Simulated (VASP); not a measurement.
Write the native input for VASP 6.6.1 that does the following.

- Task: single point
- Functional: LDA
- Potentials or basis: VASP PAW LDA potentials, release 64 (Ge_d)
- Cutoff: 500 eV
- k mesh: 13 × 13 × 13
- Occupations: fermi-dirac, width 0.05 eV
- Spin: no spin polarisation
- Dipole correction: no
- Further INCAR settings: ALGO = Normal; EDIFF = 1e-06; NBANDS = 21

The structure of Ge lies in POSCAR:

```
Ge
1.0
    0.0000000000      2.0711916755      2.0711916755
    2.0711916755      0.0000000000      2.0711916755
    2.0711916755      2.0711916755      0.0000000000
Ge
2
Direct
   -0.1250000000     -0.1250000000     -0.1250000000
    0.1250000000      0.1250000000      0.1250000000
```

This cell differs from its parent crystal: volume scaled by 0.4.

The input as run:

INCAR

```
PREC = Accurate
ENCUT = 500
EDIFF = 1E-6
ISMEAR = -1
SIGMA = 0.05
LREAL = F
LASPH = T
NELM = 120
ALGO = Normal
ISIF = 2
LWAVE = F
LCHARG = F
GGA = CA
NBANDS = 21
GGA_COMPAT = F
```

KPOINTS

```
Automatic mesh
0
Gamma
  13 13 13
```

Potentials or basis: VASP PAW LDA potentials, release 64 (Ge_d).

Launch:

```console
$ cat potpaw_LDA.64/Ge_d/POTCAR > POTCAR
$ mpirun -np 1 vasp_std > vasp.out
```

It gave:

The pressure is 537.3 GPa and the band gap on the k mesh is zero (band 14 reaches 20.69 eV, above the bottom of band 15 at 18.19 eV).

It took 18 s on 1 thread of AMD EPYC 9R45 96-Core Processor (Zen 5), on a shared host, peak memory 0.11 GiB.
